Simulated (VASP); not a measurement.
AlRu: single point with PBE

AlRu:

```
CELL_PARAMETERS angstrom
3.00408 0.00000 0.00000
0.00000 3.00408 0.00000
0.00000 0.00000 3.00408
ATOMIC_POSITIONS crystal
Al 0.00000 0.00000 0.00000
Ru 0.50000 0.50000 0.48336
```

This cell differs from its parent crystal: all Ru atoms moved -0.050 Å, as atom 2 along Cartesian [0 0 1].

```yaml
Program: VASP 6.6.1
Task: single point
Functional: PBE
Potentials_or_basis: VASP PAW PBE potentials, release 64 (Al, Ru_pv)
Cutoff: 520 eV
k_mesh: 20 × 20 × 20
Occupations: gaussian, width 0.15 eV
Spin: no spin polarisation
Dipole_correction: no
Further_INCAR_settings: ALGO = Fast; EDIFF = 1e-06; NBANDS = 16
```

- Pressure: 0.1 GPa
- Largest force: 0.373 eV/Å
- Band gap on the k mesh: zero (an odd number of electrons rules out a gap without spin polarisation)

Forces in eV/Å, atoms in the order of the input:
```
Al   0.000  0.000 -0.373
Ru   0.000  0.000  0.373
```

Stress tensor (GPa, compression positive):
```
 0.18  0.00  0.00
 0.00  0.18  0.00
 0.00  0.00 -0.01
```

Levels at points of the mesh, in eV from the Fermi level:
```tsv
k point	band 6	band 7	band 8	band 9	band 10	band 11	band 12	band 13
(0.00, 0.00, 0.00)	-3.49	0.17	0.18	0.18	6.03	6.03	6.03	10.91
(0.50, 0.00, 0.00)	-2.71	-1.58	-1.57	0.42	2.25	7.46	10.98	10.99
(0.00, 0.00, 0.50)	-2.71	-1.57	-1.57	0.42	2.25	7.47	10.97	10.97
(0.50, 0.50, 0.00)	-1.39	-1.39	-1.10	-1.10	1.51	5.23	6.10	10.53
(0.00, 0.50, 0.50)	-1.35	-1.34	-1.14	-1.14	1.51	5.24	6.11	10.51
(0.50, 0.50, 0.50)	-4.56	1.60	1.60	2.50	4.11	4.11	4.12	8.43
```

Run time: 76 s on 1 thread of Intel(R) Xeon(R) 6975P-C (Granite Rapids) (shared host), peak memory 0.39 GiB.

Caveat: the cell differs from its parent crystal (all Ru atoms moved -0.050 Å, as atom 2 along Cartesian [0 0 1]).
